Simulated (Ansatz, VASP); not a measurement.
## One calculation of Y3Si2F, two programs

INCAR

```
PREC = Accurate
ENCUT = 520
EDIFF = 1E-7
ISMEAR = 0
SIGMA = 0.1
LREAL = F
LASPH = T
NELM = 100
ALGO = Normal
ISIF = 2
LWAVE = F
LCHARG = T
GGA = PE
LELF = T
LVHAR = T
NBANDS = 33
```

The input KPOINTS:

```
Automatic mesh
0
Gamma
  6 6 4
```

File POSCAR:

```
Y3Si2F
1.0
    5.6424048500      0.0000000000      0.0000000000
   -2.8212024300      4.8864659400      0.0000000000
    0.0000000000      0.0000000000      4.1673764600
Y Si F
3 2 1
Direct
    0.0000000000      0.5000000000      0.9950230700
    0.5000000000      0.0000000000      0.9950230700
    0.5000000000      0.5000000000      0.9950230700
    0.6666666700      0.3333333300      0.4961477200
    0.3333333300      0.6666666700      0.4961477200
    0.0000000000      0.0000000000      0.1926302600
```

Input for Ansatz:

```yaml
crystal:
  lattice:
    - [5.64240485, 0.0, 0.0]
    - [-2.82120243, 4.88646594, 0.0]
    - [0.0, 0.0, 4.16737646]
  atoms:
    - { symbol: "Y", position: [0.0, 0.5, 0.99502307] }
    - { symbol: "Y", position: [0.5, 0.0, 0.99502307] }
    - { symbol: "Y", position: [0.5, 0.5, 0.99502307] }
    - { symbol: Si, position: [0.66666667, 0.33333333, 0.49614772] }
    - { symbol: Si, position: [0.33333333, 0.66666667, 0.49614772] }
    - { symbol: F, position: [0.0, 0.0, 0.19263026] }
basis:
  ecutwfc: 420
kpoints:
  mp_grid: { grid: [6, 6, 4] }
hamiltonian:
  xc: pbe
scf:
  occupations: { method: gaussian, width: 0.1 }
  lower_state_search: "off"
output:
  forces: true
  stress: true
  eigenvalues: true
```

Change from the starting cell: species swapped into the NaSn2Pd3 type (P6mm, No. 183).

Alike in both runs: task single point; functional PBE; k mesh 6 × 6 × 4; occupations gaussian, width 0.1 eV; no spin polarisation.

|  | VASP | Ansatz |
| --- | --- | --- |
| version | VASP 6.6.1 | Ansatz 0.2.0 |
| potentials or method | VASP PAW PBE potentials, release 64 (Y_sv, Si, F), cutoff 520 eV | scalar-relativistic, plane waves, PAW |
| valence electrons in the cell | 48 | 48 |

```csv
,VASP,Ansatz,Ansatz less VASP
gap on the k mesh at the Fermi level (eV),none,none,-
rms of the force components (eV/Å),0.487,0.488,+0.0014
```

Atom by atom the forces differ by 0.002 eV/Å (rms over components). A gap of «none» marks a metal or a gap that the smearing closes.

The k mesh is coarse, so the values compare programs but aren't converged.
